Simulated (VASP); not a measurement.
Write the native input for VASP 6.6.1 that does the following.

- Task: single point
- Functional: LDA
- Potentials or basis: VASP PAW LDA potentials, release 64 (W_sv, C)
- Cutoff: 520 eV
- k mesh: 10 × 10 × 9
- Occupations: fermi-dirac, width 0.05 eV
- Spin: no spin polarisation
- Dipole correction: no
- Further INCAR settings: ALGO = Normal; EDIFF = 1e-07; NBANDS = 16

The structure of WC (Qusongite) lies in POSCAR:

```
WC
1.0
    2.8672181576      0.0000000000      0.0000000000
   -1.4336090788      2.4830837627      0.0000000000
    0.0000000000      0.0000000000      2.7982628680
W C
1 1
Direct
    0.0000000000      0.0000000000      0.0000000000
    0.6666666667      0.3333333333      0.5000000000
```

One way to write it, as run:

INCAR

```
SYSTEM = WC
PREC = Accurate
ENCUT = 520
EDIFF = 1E-7
ISMEAR = -1
SIGMA = 0.05
LREAL = .False.
LASPH = .True.
NELM = 60
ALGO = Normal
ISIF = 2
LWAVE = .False.
LCHARG = .False.
GGA = CA
NBANDS = 16
```

KPOINTS

```
Automatic mesh
0
Gamma
  10 10 9
  0 0 0
```

Potentials or basis: VASP PAW LDA potentials, release 64 (W_sv, C).

Run with:

```console
$ cat potpaw_LDA.64/W_sv/POTCAR potpaw_LDA.64/C/POTCAR > POTCAR
$ mpirun -np 1 vasp_std > vasp.out
```

Results of the run:

The pressure is 10.3 GPa and the band gap on the k mesh is zero (band 9 reaches 12.26 eV, above the bottom of band 10 at 10.96 eV).

Caveat: spin-orbit coupling is left out, which moves the levels of the heavy elements.

Wall time 13 s on 1 thread of Intel(R) Xeon(R) Platinum 8259CL CPU @ 2.50GHz (Skylake/Cascade Lake), on a shared host, peak memory 0.14 GiB.
